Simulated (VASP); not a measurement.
# C19O in VASP: further runs

Runs on C19O. Level: PBE. Tasks: single point.

Program: VASP 6.6.1. These are calculated values, not measurements. Logs are shortened: lines on timing, memory, paths and dates and some standing lists are left out, and cuts for length are marked.

## (1) The cell of the first run

The cell holds a slab with vacuum, 20 atoms: a = 7.398 Å, b = 7.398 Å, c = 13.000 Å, α = 90.00°, β = 90.00°, γ = 120.00°.

## (2) Single point, PBE

File INCAR:

```
PREC = Accurate
ENCUT = 520
EDIFF = 1E-6
ISMEAR = 0
SIGMA = 0.05
LREAL = Auto
LASPH = True
NELM = 100
ALGO = Normal
ISIF = 2
LWAVE = False
LCHARG = False
GGA = PE
NBANDS = 57
```

File KPOINTS:

```
Automatic mesh
0
Gamma
  2 2 1
```

File POSCAR:

```
C19O
1.0
    7.3980000000      0.0000000000      0.0000000000
   -3.6990000000      6.4068560000      0.0000000000
    0.0000000000      0.0000000000     13.0000000000
C O
19 1
Direct
   -0.0011441499     -0.0012499110      0.0620487692
    0.2237044869      0.1111529586      0.0620225385
    0.0010971791      0.3337858694      0.0620856923
    0.2214683599      0.4439726755      0.0620906154
    0.0005739394      0.6648832126      0.0620836154
    0.2219968632      0.7755992955      0.0620709231
    0.3344139152      0.0004744917      0.0620211538
    0.5547679116      0.1106277400      0.0620573077
    0.3338924337      0.3315042511      0.0620588462
    0.5552997695      0.4422156515      0.0620793846
    0.3321617642      0.6653881405      0.0621012308
    0.5570576189      0.7778370546      0.0621040000
    0.6672392284     -0.0017972934      0.0620856923
    0.8886541293      0.1089019326      0.0620740000
    0.6654782803      0.3320300940      0.0620788462
    0.8903764554      0.4444833784      0.0620876923
    0.6677489902      0.6671130114      0.0620930000
    0.8881256582      0.7773343119      0.0620549231
    0.0756089262      0.8319383173      0.3436329231
   -0.0180192314      0.6853973306      0.3913767692
```

Potentials or basis: VASP PAW PBE potentials, release 64 (C, O).

Command:

```
$ cat potpaw_PBE.64/C/POTCAR potpaw_PBE.64/O/POTCAR > POTCAR
$ mpirun -np 1 vasp_std > vasp.out
```

OUTCAR:

```text
PREC = Accurate
   ENCUT = 520
   EDIFF = 1E-6
   ISMEAR = 0
   LREAL = Auto
   LASPH = True
   NELM = 100
   ISIF = 2
   GGA = PE

 ion  position               nearest neighbor table
   1  0.999  0.999  0.062-  14 1.41  18 1.42   2 1.44
   2  0.224  0.111  0.062-   9 1.41   7 1.42   1 1.44
   3  0.001  0.334  0.062-   4 1.41  16 1.42  14 1.44
   4  0.221  0.444  0.062-   3 1.41  11 1.42   9 1.44
   5  0.001  0.665  0.062-  16 1.41   6 1.42  18 1.44
   6  0.222  0.776  0.062-  11 1.41   5 1.42   7 1.44
[... 10 lines left out ...]
  17  0.668  0.667  0.062-  18 1.41  12 1.42  10 1.44
  18  0.888  0.777  0.062-  17 1.41   1 1.42   5 1.44
  19  0.076  0.832  0.344-  20 1.14
  20  0.982  0.685  0.391-  19 1.14

  LATTYP: Found a hexagonal cell.
 ALAT       =     7.3980000000
 C/A-ratio  =     1.7572316842

  Lattice vectors:

 A1 = (   7.3980000000,   0.0000000000,   0.0000000000)
 A2 = (  -3.6990000000,   6.4068560000,   0.0000000000)
 A3 = (   0.0000000000,   0.0000000000,  13.0000000000)

Analysis of symmetry for initial positions (statically):
=====================================================================
 Subroutine PRICEL returns:
 Original cell was already a primitive cell.

 Routine SETGRP: Setting up the symmetry group for a
 hexagonal supercell.

 Subroutine GETGRP returns: Found  1 space group operations
 (whereof  1 operations were pure point group operations)
 out of a pool of 24 trial point group operations.

The static configuration has the point symmetry C_1 .

Analysis of symmetry for dynamics (positions and initial velocities):
=====================================================================
 Subroutine PRICEL returns:
 Original cell was already a primitive cell.

 Routine SETGRP: Setting up the symmetry group for a
 hexagonal supercell.

 Subroutine GETGRP returns: Found  1 space group operations
 (whereof  1 operations were pure point group operations)
 out of a pool of 24 trial point group operations.

The dynamic configuration has the point symmetry C_1 .

 Subroutine INISYM returns: Found  1 space group operations
 (whereof  1 operations are pure point group operations),
 and found     1 'primitive' translations

[... 111 lines left out ...]
   EDIFFG = 0.1E-04   stopping-criterion for IOM
   NSW    =      0    number of steps for IOM
   IBRION =     -1    ionic relax: 0-MD 1-quasi-New 2-CG
   NFREE  =      0    steps in history (QN), initial steepest desc. (CG)
   ISIF   =      2    stress and relaxation
   ISYM   =      2    0-nonsym 1-usesym 2-fastsym
   POTIM  = 0.5000    time-step for ionic-motion
   TEBEG  =    0.0;   TEEND  =   0.0 temperature during run
   PSTRESS=    0.0 pullay stress
   NELECT =      82.0000    total number of electrons
   NUPDOWN=      -1.0000    fix difference up-down
   EMIN   =  10.00;   EMAX   =-10.00  energy-range for DOS
   EFERMI =   0.00;   METHOD = LEGACY
   ISMEAR =     0;   SIGMA  =   0.05  broadening in eV -4-tet -1-fermi 0-gaus
   EFERMI_NEDOS =   21; number of points for ismear=-14 and -15
   IALGO  =     38    algorithm
   IMIX   =      4    mixing-type and parameters
     AMIX     =   0.40;   BMIX     =  1.00
     AMIX_MAG =   1.60;   BMIX_MAG =  1.00
  volume/ion in A,a.u.               =      30.81       207.91
  Fermi-wavevector in a.u.,A,eV,Ry     =   0.835818  1.579468  9.504925  0.698592
  Thomas-Fermi vector in A             =   1.949440
   LORBIT       =      0    0 simple, 1 ext, 2 COOP (PROOUT), +10 PAW based schemes
   GGA     = PE    functional components
   LHFCALC =     F    Hartree Fock is set to
   AEXX    =    0.0000 exact exchange contribution
   IVDW    =     0    specifies the selected vdW correction
   LEPSILON=     F    determine dielectric tensor
   LRPA    =     F    only Hartree local field effects (RPA)
 non-spin polarized calculation
 Gauss-broadening in eV      SIGMA  =   0.05
  energy-cutoff  :      520.00
  volume of cell :      616.17
 maximum number of plane-waves:     16651
 NGX is ok and might be reduce to    56
   NGX = 27   NGY = 27   NGZ = 49

 number of electron      81.9999999 magnetization

 Free energy of the ion-electron system (eV)
  ---------------------------------------------------
  ext. energy  EPLUGINS =         0.00000000
  ---------------------------------------------------
  free energy    TOTEN  =      -180.41473428 eV

  energy without entropy =     -180.41449888  energy(sigma->0) =     -180.41461658

 E-fermi :  -1.6637     XC(G=0):  -3.9494

 val. band max:       -1.7720257915   @ k =   0.0000   0.0000   0.0000
 cond. band min:      -1.5552530548   @ k =   0.0000   0.0000   0.0000
 fundamental gap:      0.2167727368
 Fermi energy:        -1.6636596430

 k-point     1 :       0.0000    0.0000    0.0000
  band No.  band energies     occupation
      1     -26.8074      2.00000
      2     -21.1867      2.00000
      3     -18.6884      2.00000
      4     -18.6842      2.00000
      5     -18.5777      2.00000
      6     -18.5746      2.00000
[... 213 lines left out ...]
     52       3.4946      0.00000
     53       3.6758      0.00000
 [bands above 53 left out]

------------------------ aborting loop because EDIFF is reached ----------------------------------------

  FORCE on cell =-STRESS in cart. coord.  units (eV):
  Direction    XX          YY          ZZ          XY          YZ          ZX
  --------------------------------------------------------------------------------------
  -------------------------------------------------------------------------------------
  Total        1.6082980      2.2890595      0.1706676      0.1210283     -0.4750423     -0.0855139
  in kB        4.1819079      5.9520287      0.4437710      0.3146988     -1.2352085     -0.2223539
  external PRESSURE =       3.5259025 kB  Pullay stress =       0.0000000 kB

 VOLUME and BASIS-vectors are now :
 -----------------------------------------------------------------------------
  energy-cutoff  :      520.00
  volume of cell :      616.17
      direct lattice vectors                 reciprocal lattice vectors
     7.398000000  0.000000000  0.000000000     0.135171668  0.078041398  0.000000000
    -3.699000000  6.406856000  0.000000000     0.000000000  0.156082796  0.000000000
     0.000000000  0.000000000 13.000000000     0.000000000  0.000000000  0.076923077

 POSITION                                       TOTAL-FORCE (eV/Angst)
 -----------------------------------------------------------------------------------
      3.69516      6.39885      0.80663         0.009395      0.001928     -0.002059
      1.24381      0.71214      0.80629        -0.001105     -0.002406     -0.005508
     -1.22656      2.13852      0.80711        -0.000202     -0.004446      0.001816
     -0.00383      2.84447      0.80718         0.006620      0.002234      0.002644
     -2.45516      4.25981      0.80709        -0.001560      0.004852     -0.001846
     -1.22661      4.96915      0.80692        -0.001513      0.003837      0.005575
[... 12 lines left out ...]
     -2.51798      5.33011      4.46723         0.118426      0.747365     -0.501959
      4.72941      4.39124      5.08790        -0.121171     -0.752873      0.496640
 -----------------------------------------------------------------------------------
    total drift:                               -0.003168      0.026540      0.017710

  FREE ENERGIE OF THE ION-ELECTRON SYSTEM (eV)
  ---------------------------------------------------
  free  energy   TOTEN  =      -180.4147342847 eV

  energy  without entropy=     -180.4144988753  energy(sigma->0) =     -180.41461658
```

OSZICAR:

```text
N       E                     dE             d eps       ncg     rms          rms(c)
DAV:   1     0.662721281978E+03    0.66272E+03   -0.33082E+04   480   0.114E+03
DAV:   2    -0.876162141778E+02   -0.75034E+03   -0.72346E+03   663   0.273E+02
DAV:   3    -0.189886656281E+03   -0.10227E+03   -0.10173E+03   544   0.106E+02
[... 14 lines left out ...]
DAV:  18    -0.180414702254E+03   -0.11344E-03   -0.10801E-05   504   0.817E-03    0.213E-03
DAV:  19    -0.180414724271E+03   -0.22017E-04   -0.17413E-06   480   0.347E-03    0.882E-04
DAV:  20    -0.180414730881E+03   -0.66105E-05   -0.32518E-07   344   0.150E-03    0.347E-04
DAV:  21    -0.180414733847E+03   -0.29659E-05   -0.33112E-07   303   0.111E-03    0.151E-04
DAV:  22    -0.180414734285E+03   -0.43740E-06   -0.47057E-08   368   0.517E-04
   1 F= -.18041473E+03 E0= -.18041462E+03  d E =-.235409E-03
```

It took 3.5 min on 1 thread of AMD EPYC 9R45 (Zen 5), shared host; peak memory 0.59 GiB.

What came out:

```
Free energy            : -180.4147 eV
Largest force          : 0.910 eV/Å
Band gap on the k mesh : 0.22 eV
```

Forces in eV/Å, atoms in the order of the input:
```
C    0.009  0.002 -0.002
C   -0.001 -0.002 -0.006
C    0.000 -0.004  0.002
C    0.007  0.002  0.003
C   -0.002  0.005 -0.002
C   -0.002  0.004  0.006
C   -0.005 -0.009  0.001
C    0.006  0.003  0.002
C   -0.003  0.011 -0.001
C   -0.007  0.002  0.000
C    0.011  0.000 -0.002
C   -0.003 -0.010  0.000
C   -0.010  0.005  0.001
C   -0.006  0.006  0.000
C    0.008  0.007 -0.003
C   -0.002 -0.007  0.003
C   -0.007 -0.010  0.003
C    0.010  0.000  0.001
C    0.118  0.747 -0.502
O   -0.121 -0.753  0.497
```

Levels at points of the mesh, in eV from the valence-band top:
```
           k point  band 38  band 39  band 40  band 41  band 42  band 43  band 44  band 45
(0.00, 0.00, 0.00)    -2.93    -2.93     0.00     0.00     0.22     0.22     2.25     2.26
(0.50, 0.00, 0.00)    -2.57    -2.52    -2.52    -2.25     1.78     2.21     2.26     2.59
(0.00, 0.50, 0.00)    -2.57    -2.52    -2.52    -2.25     1.78     2.25     2.26     2.59
(0.50, 0.50, 0.00)    -2.57    -2.52    -2.52    -2.25     1.78     2.21     2.25     2.60
```

Caveat: the k points lie up to 0.49 Å⁻¹ apart.

## (3) Single point, PBE

File INCAR:

```
SYSTEM = C19O
PREC = Accurate
ENCUT = 520
EDIFF = 1E-6
ISMEAR = 0
SIGMA = 0.05
LREAL = Auto
LASPH = .TRUE.
NELM = 100
ALGO = Normal
ISIF = 2
LWAVE = .FALSE.
LCHARG = .FALSE.
GGA = PE
NBANDS = 57
```

File KPOINTS:

```
regular mesh
0
G
  2 2 1
  0 0 0
```

File POSCAR:

```
C19O
1.0
    7.3980000000      0.0000000000      0.0000000000
   -3.6990000000      6.4068560000      0.0000000000
    0.0000000000      0.0000000000     13.0000000000
C O
19 1
Direct
   -0.0011531826     -0.0015088524      0.0615647692
    0.2237965530      0.1109523922      0.0615063077
    0.0009039079      0.3338094379      0.0615674615
    0.2217030785      0.4442066436      0.0615608462
    0.0008486844      0.6650750384      0.0615804615
    0.2217850984      0.7755637086      0.0615521538
    0.3342478920      0.0005133563      0.0614842308
    0.5550098631      0.1108788773      0.0615117692
    0.3341683329      0.3317102804      0.0615317692
    0.5550780270      0.4421774112      0.0615494615
    0.3321567799      0.6651391884      0.0615557692
    0.5571205753      0.7776196312      0.0615644615
    0.6675147960     -0.0015881425      0.0615518462
    0.8884325078      0.1088533908      0.0615563846
    0.6654700743      0.3317855123      0.0615557692
    0.8904374178      0.4442725106      0.0615707692
    0.6675715039      0.6671532808      0.0615776154
    0.8883671089      0.7775668752      0.0615846154
    0.1264625134      0.8322164569      0.3480213077
    0.0416920296      0.6851953595      0.3963603846
```

Potentials or basis: VASP PAW PBE potentials, release 64 (C, O).

Command:

```
$ cat potpaw_PBE.64/C/POTCAR potpaw_PBE.64/O/POTCAR > POTCAR
$ mpirun -np 1 vasp_std > vasp.out
```

Wall time 3.3 min (1 thread of AMD EPYC 9R45 (Zen 5), shared host); peak memory 0.59 GiB.

Results (log left out):

```
Free energy            : -180.4143 eV
Largest force          : 0.926 eV/Å
Band gap on the k mesh : 0.22 eV
```

Forces on the atoms (eV/Å):
```
C    0.015  0.011 -0.001
C   -0.008 -0.004 -0.002
C    0.002 -0.006 -0.001
C    0.004 -0.002  0.000
C   -0.003  0.013 -0.002
C    0.000  0.005 -0.002
C   -0.002 -0.012  0.000
C    0.009 -0.001 -0.001
C   -0.006  0.008  0.002
C   -0.002  0.006  0.000
C    0.006  0.003  0.002
C   -0.002 -0.008  0.000
C   -0.010 -0.002 -0.002
C   -0.004  0.006  0.001
C    0.009  0.007 -0.006
C   -0.004 -0.006  0.005
C   -0.006 -0.014  0.000
C    0.008 -0.002  0.001
C    0.064  0.767 -0.506
O   -0.066 -0.770  0.511
```

Levels at points of the mesh, in eV from the valence-band top:
```tsv
k point	band 39	band 40	band 41	band 42	band 43	band 44
(0.00, 0.00, 0.00)	-2.93	0.00	0.00	0.22	0.22	2.24
(0.50, 0.00, 0.00)	-2.52	-2.52	-2.25	1.78	2.21	2.26
(0.00, 0.50, 0.00)	-2.52	-2.52	-2.25	1.78	2.25	2.26
(0.50, 0.50, 0.00)	-2.52	-2.52	-2.25	1.78	2.21	2.24
```

Caveat: the k points lie up to 0.49 Å⁻¹ apart.
